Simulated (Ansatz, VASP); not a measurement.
## Two plane-wave programs on SiO2

Contents of INCAR:

```
SYSTEM = SiO2
  ALGO = Normal
  EDIFF = 1E-6
  ENCUT = 520
  GGA = PE
  ISIF = 2
  ISMEAR = 0
  LASPH = .True.
  LCHARG = .False.
  LREAL = .False.
  LWAVE = .False.
  NBANDS = 44
  NELM = 60
  PREC = Accurate
  SIGMA = 0.02
```

Contents of KPOINTS:

```
k-points
0
Gamma
  6 6 6
  0 0 0
```

File POSCAR:

```
SiO2
1.0
    0.0000000000      4.6456619663      7.3214615874
    2.3248097724      0.0000000000      7.3214615874
    2.3248097724      4.6456619663      0.0000000000
Si O
4 8
Direct
    0.5622160876      0.5622160876      0.9377839124
    0.3122160876      0.3122160876      0.6877839124
    0.6877839124      0.6877839124      0.3122160876
    0.9377839124      0.9377839124      0.5622160876
    0.6250000000      0.1250000000      0.6250000000
    0.6250000000      0.6250000000      0.1250000000
    0.6250000000      0.6250000000      0.6250000000
    0.1250000000      0.6250000000      0.6250000000
    0.1787091431      0.8212908569      0.1787091431
    0.8212908569      0.1787091431      0.8212908569
    0.4287091431      0.0712908569      0.4287091431
    0.0712908569      0.4287091431      0.0712908569
```

Input for Ansatz:

```yaml
crystal:
  lattice:
    - [0.0, 4.6456619663, 7.3214615874]
    - [2.3248097724, 0.0, 7.3214615874]
    - [2.3248097724, 4.6456619663, 0.0]
  atoms:
    - { symbol: Si, position: [0.5622160876, 0.5622160876, 0.9377839124] }
    - { symbol: Si, position: [0.3122160876, 0.3122160876, 0.6877839124] }
    - { symbol: Si, position: [0.6877839124, 0.6877839124, 0.3122160876] }
    - { symbol: Si, position: [0.9377839124, 0.9377839124, 0.5622160876] }
    - { symbol: O, position: [0.625, 0.125, 0.625] }
    - { symbol: O, position: [0.625, 0.625, 0.125] }
    - { symbol: O, position: [0.625, 0.625, 0.625] }
    - { symbol: O, position: [0.125, 0.625, 0.625] }
    - { symbol: O, position: [0.1787091431, 0.8212908569, 0.1787091431] }
    - { symbol: O, position: [0.8212908569, 0.1787091431, 0.8212908569] }
    - { symbol: O, position: [0.4287091431, 0.0712908569, 0.4287091431] }
    - { symbol: O, position: [0.0712908569, 0.4287091431, 0.0712908569] }
basis:
  ecutwfc: 420
kpoints:
  mp_grid: { grid: [6, 6, 6] }
  band_path: { path: [VBM, CBM], npoints: 2 }
hamiltonian:
  xc: pbe
scf:
  occupations: { method: gaussian, width: 0.02 }
output:
  forces: true
  stress: true
  eigenvalues: true
checkpoint:
  read: start.run
  write: ck
  compress: false
  write_wavefunctions: false
  write_every: 100000
```

Alike in both runs: task single point; functional PBE; k mesh 6 × 6 × 6; occupations gaussian, width 0.02 eV; no spin polarisation.

|  | VASP | Ansatz |
| --- | --- | --- |
| version | VASP 6.6.1 | Ansatz 0.2.0 |
| potentials or method | VASP PAW PBE potentials, release 64 (Si, O), cutoff 520 eV | scalar-relativistic, plane waves, PAW |
| valence electrons in the cell | 64 | 64 |

|  | VASP | Ansatz | Ansatz less VASP |
| --- | --- | --- | --- |
| gap on the k mesh at the Fermi level (eV) | 5.88 | 5.89 | +0.005 |
| least direct gap on the mesh (eV) | 5.88 | 5.89 | +0.005 |
| pressure (GPa) | 8.1 | 8.0 | -0.16 |
| traceless stress, the component that is largest in VASP (GPa) | -0.18 | -0.03 | +0.148 |
| rms of the force components (eV/Å) | 0.015 | 0.001 | -0.0140 |

Atom by atom the forces differ by 0.014 eV/Å (rms over components).
